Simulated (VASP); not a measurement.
A run of VASP 6.6.1 is set up as follows.

POSCAR

```
Au
1.0
    0.0000000000      2.0350000000      2.0350000000
    2.0350000000      0.0000000000      2.0350000000
    2.0350000000      2.0350000000      0.0000000000
Au
1
Direct
    0.0000000000      0.0000000000      0.0000000000
```

INCAR.step1

```
SYSTEM = Au
PREC = Accurate ; ENCUT = 600
ISMEAR = -1 ; SIGMA = 0.05
LREAL = .False. ; LASPH = .True.
NELM = 80 ; GGA = PE
ALGO = Normal ; EDIFF = 1E-4
LWAVE = .True. ; LCHARG = .False.
```

INCAR.step2

```
SYSTEM = Au
PREC = Accurate ; ENCUT = 600
EDIFF = 1E-7 ; ISMEAR = -1
SIGMA = 0.05 ; LREAL = .False.
LASPH = .True. ; NELM = 80
ALGO = Normal ; ISIF = 3
LWAVE = .False. ; LCHARG = .False.
METAGGA = R2SCAN ; LMIXTAU = .True.
LUSE_VDW = .True. ; IVDW_NL = 2
BPARAM = 11.95 ; CPARAM = 0.0093
IBRION = 2 ; NSW = 60
EDIFFG = -0.01 ; ISTART = 1
```

KPOINTS

```
Automatic mesh
0
Gamma
  11 11 11
  0 0 0
```

Potentials or basis: VASP PAW PBE potentials, release 64 (Au).

The run is started by

```sh
$ cat potpaw_PBE.64/Au/POTCAR > POTCAR
$ cp INCAR.step1 INCAR
$ mpirun -np 1 vasp_std > vasp.out
$ cp INCAR.step2 INCAR
$ mpirun -np 1 vasp_std > vasp.out
```

(1) Predict the relaxed volume.

(2) Predict the relaxed cell.

(3) Predict the space group after relaxing (to 0.05 Å).

Results:

(1) 17.36 Å³/atom.

(2) a = 2.907 Å, b = 2.907 Å, c = 2.907 Å, α = 60.00°, β = 60.00°, γ = 60.00°.

(3) Fm-3m (No. 225).

Caveat: the PAW data sets were made with another functional, which shifts forces and pressure a little.
